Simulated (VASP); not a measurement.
# ZnS (P3_221) in VASP: relaxation of cell and atoms with PBE

Aim: the relaxation of cell and atoms of ZnS with PBE.

Program: VASP 6.6.1. These are calculated values, not measurements. Logs are shortened: lines on timing, memory, paths and dates and some standing lists are left out, and cuts for length are marked.

### Step 1. The cell of the first run

The structure is trigonal, space group P3_221 (No. 154). Conventional cell: a = 5.701 Å, b = 5.701 Å, c = 3.362 Å, α = 90.00°, β = 90.00°, γ = 120.00°. Within 2.9 Å of Zn (site symmetry 2) lie 4 S at 2.19 to 2.22 Å. S (site symmetry 2) has 4 Zn at 2.19 to 2.22 Å within 2.9 Å.

The cell was generated, and may not be a known phase.

### Step 2. Relaxation of cell and atoms, PBE

INCAR reads:

```
SYSTEM = ZnS
ALGO = Normal
EDIFF = 1E-7
EDIFFG = -0.04
ENCUT = 600
GGA = PE
IBRION = 2
ISIF = 3
ISMEAR = 0
LASPH = .True.
LCHARG = .False.
LREAL = .False.
LWAVE = .False.
NELM = 80
NSW = 90
PREC = Accurate
SIGMA = 0.1
```

KPOINTS reads:

```
k-points
0
Gamma
  6 6 6
  0 0 0
```

POSCAR reads:

```
ZnS
1.0
    5.7010613900      0.0000000000      0.0000000000
   -2.8505307000      4.9372640000      0.0000000000
    0.0000000000      0.0000000000      3.3621591600
Zn S
3 3
Direct
    0.6226507000      0.0000000000      0.6666666700
    0.0000000000      0.6226507000      0.3333333300
    0.3773493000      0.3773493000      0.0000000000
    0.3773493000      0.0000000000      0.1666666700
    0.0000000000      0.3773493000      0.8333333300
    0.6226507000      0.6226507000      0.5000000000
```

Potentials or basis: VASP PAW PBE potentials, release 64 (Zn, S).

On the command line:

```console
$ cat potpaw_PBE.64/Zn/POTCAR potpaw_PBE.64/S/POTCAR > POTCAR
$ mpirun -np 1 vasp_std > vasp.out
```

OUTCAR:

```text
SYSTEM = ZnS
   EDIFF = 1E-7
   EDIFFG = -0.04
   ENCUT = 600
   GGA = PE
   IBRION = 2
   ISIF = 3
   ISMEAR = 0
   LASPH = .True.
   LREAL = .False.
   NELM = 80
   NSW = 90
   PREC = Accurate

 ion  position               nearest neighbor table
   1  0.623  0.000  0.667-   4 2.19   4 2.19   5 2.22   6 2.22
   2  0.000  0.623  0.333-   5 2.19   5 2.19   4 2.22   6 2.22
   3  0.377  0.377  0.000-   6 2.19   6 2.19   5 2.22   4 2.22
   4  0.377  0.000  0.167-   1 2.19   1 2.19   2 2.22   3 2.22
   5  0.000  0.377  0.833-   2 2.19   2 2.19   1 2.22   3 2.22
   6  0.623  0.623  0.500-   3 2.19   3 2.19   2 2.22   1 2.22

  LATTYP: Found a hexagonal cell.
 ALAT       =     5.7010613900
 C/A-ratio  =     0.5897426690

  Lattice vectors:

 A1 = (   5.7010613900,   0.0000000000,   0.0000000000)
 A2 = (  -2.8505307000,   4.9372640000,   0.0000000000)
 A3 = (   0.0000000000,   0.0000000000,   3.3621591600)

Analysis of symmetry for initial positions (statically):
=====================================================================
 Subroutine PRICEL returns:
 Original cell was already a primitive cell.

 Routine SETGRP: Setting up the symmetry group for a
 hexagonal supercell.

 Subroutine GETGRP returns: Found  6 space group operations
 (whereof  2 operations were pure point group operations)
 out of a pool of 24 trial point group operations.

The static configuration has the point symmetry C_2 .
 The point group associated with its full space group is D_3 .

Analysis of symmetry for dynamics (positions and initial velocities):
=====================================================================
 Subroutine PRICEL returns:
 Original cell was already a primitive cell.

 Routine SETGRP: Setting up the symmetry group for a
 hexagonal supercell.

 Subroutine GETGRP returns: Found  6 space group operations
 (whereof  2 operations were pure point group operations)
 out of a pool of 24 trial point group operations.

The dynamic configuration has the point symmetry C_2 .
 The point group associated with its full space group is D_3 .

 Subroutine INISYM returns: Found  6 space group operations
 (whereof  2 operations are pure point group operations),
 and found     1 'primitive' translations

----------------------------------------------------------------------------------------

                                     Primitive cell

  volume of cell :      94.6369

  direct lattice vectors                    reciprocal lattice vectors
     5.701061390  0.000000000  0.000000000     0.175405934  0.101270663  0.000000000
    -2.850530700  4.937264000  0.000000000     0.000000000  0.202541327  0.000000000
     0.000000000  0.000000000  3.362159160     0.000000000  0.000000000  0.297427918

  length of vectors
     5.701061390  5.701061399  3.362159160     0.202541327  0.202541327  0.297427918

  position of ions in fractional coordinates (direct lattice)
     0.622650700  0.000000000  0.666666670
     0.000000000  0.622650700  0.333333330
     0.377349300  0.377349300  0.000000000
     0.377349300  0.000000000  0.166666670
     0.000000000  0.377349300  0.833333330
     0.622650700  0.622650700  0.500000000

  ion indices of the primitive-cell ions
   primitive index   ion index
                 1           1
                 2           2
                 3           3
                 4           4
                 5           5
                 6           6

----------------------------------------------------------------------------------------

 KPOINTS: k-points

Automatic generation of k-mesh.
 Grid dimensions read from file:
 generate k-points for:    6    6    6

 Generating k-lattice:

  Cartesian coordinates                     Fractional coordinates (reciprocal lattice)
     0.029234322  0.016878444  0.000000000     0.166666667  0.000000000  0.000000000
     0.000000000  0.033756888  0.000000000     0.000000000  0.166666667  0.000000000
     0.000000000  0.000000000  0.049571320     0.000000000  0.000000000  0.166666667

  Length of vectors
     0.033756888  0.033756888  0.049571320

  Shift w.r.t. Gamma in fractional coordinates (k-lattice)
     0.000000000  0.000000000  0.000000000

 Subroutine IBZKPT returns following result:
 ===========================================

 Found     34 irreducible k-points:

 Following reciprocal coordinates:
            Coordinates               Weight
  0.000000  0.000000  0.000000      1.000000
  0.166667  0.000000  0.000000      6.000000
  0.333333  0.000000  0.000000      6.000000
  0.500000  0.000000  0.000000      3.000000
  0.166667  0.166667  0.000000      6.000000
  0.333333  0.166667  0.000000     12.000000
[... 16 lines left out ...]
  0.500000  0.000000  0.333333      6.000000
  0.166667  0.166667  0.333333     12.000000
 [... further k-points ...]
   k-points           NKPTS =     34   k-points in BZ     NKDIM =     34   number of bands    NBANDS=     32
   number of dos      NEDOS =    301   number of ions     NIONS =      6
   total plane-waves  NPLWV =  64512
   dimension x,y,z NGX =    48 NGY =   48 NGZ =   28
   dimension x,y,z NGXF=    96 NGYF=   96 NGZF=   56
   ions per type =               3   3
   NGX,Y,Z   is equivalent  to a cutoff of  14.00, 14.00, 13.84 a.u.
   NGXF,Y,Z  is equivalent  to a cutoff of  27.99, 27.99, 27.69 a.u.
 SYSTEM =  ZnS
   PREC   = accura    normal or accurate (medium, high low for compatibility)
   ISTART =      0    job   : 0-new  1-cont  2-samecut
   ICHARG =      2    charge: 1-file 2-atom 10-const
   ISPIN  =      1    spin polarized calculation?
   LNONCOLLINEAR =      F non collinear calculations
   LSORBIT =      F    spin-orbit coupling
   LASPH  =      T    aspherical Exc in radial PAW
   ENCUT  =  600.0 eV  44.10 Ry    6.64 a.u.  11.39 11.39  6.72*2*pi/ulx,y,z
   NELM   =     80;   NELMIN=  2; NELMDL= -5     # of ELM steps
   EDIFF  = 0.1E-06   stopping-criterion for ELM
   LREAL  =      F    real-space projection
   EDIFFG = -.4E-01   stopping-criterion for IOM
   NSW    =     90    number of steps for IOM
   IBRION =      2    ionic relax: 0-MD 1-quasi-New 2-CG
   NFREE  =      1    steps in history (QN), initial steepest desc. (CG)
   ISIF   =      3    stress and relaxation
   ISYM   =      2    0-nonsym 1-usesym 2-fastsym
   POTIM  = 0.5000    time-step for ionic-motion
   TEBEG  =    0.0;   TEEND  =   0.0 temperature during run
   PSTRESS=    0.0 pullay stress
   NELECT =      54.0000    total number of electrons
   NUPDOWN=      -1.0000    fix difference up-down
   EMIN   =  10.00;   EMAX   =-10.00  energy-range for DOS
   EFERMI =   0.00;   METHOD = LEGACY
   ISMEAR =     0;   SIGMA  =   0.10  broadening in eV -4-tet -1-fermi 0-gaus
   EFERMI_NEDOS =   21; number of points for ismear=-14 and -15
   IALGO  =     38    algorithm
   IMIX   =      4    mixing-type and parameters
     AMIX     =   0.40;   BMIX     =  1.00
     AMIX_MAG =   1.60;   BMIX_MAG =  1.00
  volume/ion in A,a.u.               =      15.77       106.44
  Fermi-wavevector in a.u.,A,eV,Ry     =   1.357853  2.565969 25.085929  1.843764
  Thomas-Fermi vector in A             =   2.484736
   LORBIT       =      0    0 simple, 1 ext, 2 COOP (PROOUT), +10 PAW based schemes
   GGA     = PE    functional components
   LHFCALC =     F    Hartree Fock is set to
   AEXX    =    0.0000 exact exchange contribution
   IVDW    =     0    specifies the selected vdW correction
   LEPSILON=     F    determine dielectric tensor
   LRPA    =     F    only Hartree local field effects (RPA)
 conjugate gradient relaxation of ions
 non-spin polarized calculation
 Gauss-broadening in eV      SIGMA  =   0.10
  energy-cutoff  :      600.00
  volume of cell :       94.64
 maximum number of plane-waves:      3176
 NGX is ok and might be reduce to    48
   NGX = 23   NGY = 23   NGZ = 13

--------------------------------------- Ionic step        1  -------------------------------------------

 number of electron      54.0000001 magnetization

 Free energy of the ion-electron system (eV)
  ---------------------------------------------------
  ext. energy  EPLUGINS =         0.00000000
  ---------------------------------------------------
  free energy    TOTEN  =       -18.11898611 eV

  energy without entropy =      -18.11898611  energy(sigma->0) =      -18.11898611

 E-fermi :   4.8673     XC(G=0): -10.7614

 val. band max:        4.3965535617   @ k =   0.0000   0.0000   0.0000
 cond. band min:       7.0811208359   @ k =   0.0000   0.0000   0.5000
 fundamental gap:      2.6845672741
 Fermi energy:         4.8672669564

 k-point     1 :       0.0000    0.0000    0.0000
  band No.  band energies     occupation
      1     -10.5128      2.00000
      2      -8.6280      2.00000
      3      -8.6280      2.00000
      4      -3.0627      2.00000
      5      -3.0627      2.00000
      6      -2.7620      2.00000
[... 829 lines left out ...]
     31       9.3505      0.00000
     32      10.4511      0.00000

 [... further k-points ...]
[... 5 lines left out ...]
  --------------------------------------------------------------------------------------
  -------------------------------------------------------------------------------------
  Total       14.1563444     14.1563444     18.9824491     -0.0000000      0.0000000     -0.0000000
  in kB      239.6632064    239.6632071    321.3678966     -0.0000002      0.0000000     -0.0000000
  external PRESSURE =     266.8981033 kB  Pullay stress =       0.0000000 kB
[... 101 lines left out ...]
  FREE ENERGIE OF THE ION-ELECTRON SYSTEM (eV)
  ---------------------------------------------------
  free  energy   TOTEN  =       -19.8176628161 eV

  energy  without entropy=      -19.8176628161  energy(sigma->0) =      -19.81766282

[... ionic steps 4 to 8 ...]

--------------------------------------- Ionic step        9  -------------------------------------------

 number of electron      53.9999995 magnetization

------------------------ aborting loop because EDIFF is reached ----------------------------------------
[... 75 lines left out ...]
--------------------------------------- Ionic step       11  -------------------------------------------

 number of electron      54.0000027 magnetization

 Free energy of the ion-electron system (eV)
  ---------------------------------------------------
  ext. energy  EPLUGINS =         0.00000000
  ---------------------------------------------------
  free energy    TOTEN  =       -19.84059568 eV

  energy without entropy =      -19.84059568  energy(sigma->0) =      -19.84059568

 E-fermi :   2.4678     XC(G=0):  -9.6655

 val. band max:        1.9959226619   @ k =   0.0000   0.0000   0.0000
 cond. band min:       3.8793917219   @ k =   0.0000   0.0000   0.0000
 fundamental gap:      1.8834690600
 Fermi energy:         2.4677726941

 k-point     1 :       0.0000    0.0000    0.0000
  band No.  band energies     occupation
      1     -11.0030      2.00000
      2      -9.7513      2.00000
      3      -9.7513      2.00000
      4      -4.3000      2.00000
      5      -4.3000      2.00000
      6      -4.0850      2.00000
[... 829 lines left out ...]
     31       6.9590      0.00000
     32       8.0708      0.00000

 [... further k-points ...]
[... 5 lines left out ...]
  --------------------------------------------------------------------------------------
  -------------------------------------------------------------------------------------
  Total        0.0260727      0.0260727     -0.1774344     -0.0000000     -0.0000000     -0.0000000
  in kB        0.3521284      0.3521284     -2.3963620     -0.0000000     -0.0000000     -0.0000000
  external PRESSURE =      -0.5640351 kB  Pullay stress =       0.0000000 kB
[... 21 lines left out ...]
  FREE ENERGIE OF THE ION-ELECTRON SYSTEM (eV)
  ---------------------------------------------------
  free  energy   TOTEN  =       -19.8405956807 eV

  energy  without entropy=      -19.8405956807  energy(sigma->0) =      -19.84059568

 reached required accuracy - stopping structural energy minimisation
```

It took 22 min on 1 thread of Oxide Virtual Turin-like, shared host; peak memory 0.27 GiB.

What came out:

- Free energy: -19.8406 eV
- Relaxed volume: 19.77 Å³/atom
- Relaxed cell: a = 6.077 Å, b = 6.077 Å, c = 3.709 Å, α = 90.00°, β = 90.00°, γ = 120.00°
- Space group after relaxing (to 0.1 Å): P3_221 (No. 154)
- Energy gained by relaxing: 286.9 meV/atom
- Ionic steps: 11
- Pressure after relaxing: -0.1 GPa
- Largest force after relaxing: 0.018 eV/Å
- Band gap on the k mesh: 1.88 eV

Forces in eV/Å, atoms in the order of the input:
```
Zn  -0.015  0.000  0.000
Zn   0.008 -0.013  0.000
Zn   0.008  0.013  0.000
S    0.018  0.000  0.000
S   -0.009  0.015  0.000
S   -0.009 -0.015  0.000
```

The path:
| step | energy change (eV) | largest force (eV/Å) | pressure (GPa) | volume (Å³) |
| --- | --- | --- | --- | --- |
| 1 | 0.0000 | 1.3095 | 26.69 | 94.64 |
| 2 | -1.2425 | 0.3497 | -7.04 | 135.33 |
| 3 | -1.6987 | 0.2140 | 0.20 | 117.91 |
| 4 | -1.6984 | 0.2214 | -0.10 | 118.41 |
| 5 | -1.7048 | 0.1806 | -0.21 | 118.68 |
| 6 | -1.7138 | 0.0765 | -0.50 | 119.47 |
| 7 | -1.7169 | 0.0817 | 0.36 | 118.03 |
| 8 | -1.7171 | 0.0807 | 0.23 | 118.26 |
| 9 | -1.7191 | 0.0408 | 0.15 | 118.34 |
| 10 | -1.7203 | 0.0442 | 0.02 | 118.50 |
| 11 | -1.7216 | 0.0177 | -0.06 | 118.63 |

Final structure:
```
CELL_PARAMETERS angstrom
6.07693 0.00000 0.00000
-3.03847 5.26278 0.00000
0.00000 0.00000 3.70934
ATOMIC_POSITIONS crystal
Zn 0.61544 0.00000 0.66667
Zn 0.00000 0.61544 0.33333
Zn 0.38456 0.38456 0.00000
S 0.36748 0.00000 0.16667
S 0.00000 0.36748 0.83333
S 0.63252 0.63252 0.50000
```

Levels at points of the mesh, in eV from the valence-band top:
```tsv
k point	band 25	band 26	band 27	band 28	band 29	band 30
(0.00, 0.00, 0.00)	-0.01	0.00	0.00	1.88	4.75	4.75
(0.50, 0.00, 0.00)	-0.84	-0.41	-0.33	3.28	4.14	4.28
(0.00, 0.00, 0.50)	-2.17	-1.42	-1.42	3.11	3.11	4.77
(0.50, 0.00, 0.50)	-1.18	-1.14	-0.67	2.94	4.00	4.35
```

Caveat: the volume moved by over 15 % at a fixed basis, so the end points are rough.
